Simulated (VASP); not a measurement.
**ZnO: single point with PBE**

Crystal: ZnO.

```
Zn O
1.0
     3.37190    0.00000    0.00000
    -1.68595    2.92015    0.00000
     0.00000    0.00000    5.00693
Zn O
2 2
Direct
  0.33333 0.66667 0.00150
  0.66667 0.33333 0.50150
  0.33333 0.66667 0.38060
  0.66667 0.33333 0.88060
```

This cell differs from its parent crystal: ratio of the length along z to the lengths across it x 0.92, volume and fractional coordinates fixed.

| Property | Result |
| --- | --- |
| Program | VASP 6.6.1 |
| Task | single point |
| Functional | PBE |
| Potentials or basis | VASP PAW PBE potentials, release 64 (Zn, O) |
| Cutoff | 520 eV |
| k mesh | 12 × 12 × 6 |
| Occupations | gaussian, width 0.05 eV |
| Spin | no spin polarisation |

```yaml
Pressure: 2.3 GPa
Largest_force: 0.903 eV/Å
Band_gap_on_the_k_mesh: 0.74 eV, direct
```

Forces on the atoms (eV/Å):
```
Zn   0.000  0.000 -0.903
Zn   0.000  0.000 -0.903
O    0.000  0.000  0.903
O    0.000  0.000  0.903
```

Stress tensor (GPa, compression positive):
```
-4.06  0.00  0.00
 0.00 -4.06  0.00
 0.00  0.00 14.95
```

Levels at points of the mesh, in eV from the valence-band top:
```tsv
k point	band 14	band 15	band 16	band 17	band 18	band 19	band 20	band 21	band 22	band 23
(0.00, 0.00, 0.00)	-1.03	-1.03	-0.07	-0.07	0.00	0.74	4.86	8.84	12.03	12.03
(0.50, 0.00, 0.00)	-3.27	-2.72	-2.43	-1.18	-0.73	5.49	6.66	7.81	8.06	11.20
(0.00, 0.00, 0.50)	-2.05	-0.54	-0.54	-0.54	-0.54	3.46	3.46	10.59	10.59	12.29
(0.50, 0.00, 0.50)	-3.59	-1.51	-1.51	-1.07	-1.07	5.72	5.72	8.07	8.07	11.47
```

Wall time 46 s on 1 thread of Intel(R) Xeon(R) 6975P-C (Granite Rapids), on a shared host, peak memory 0.22 GiB.
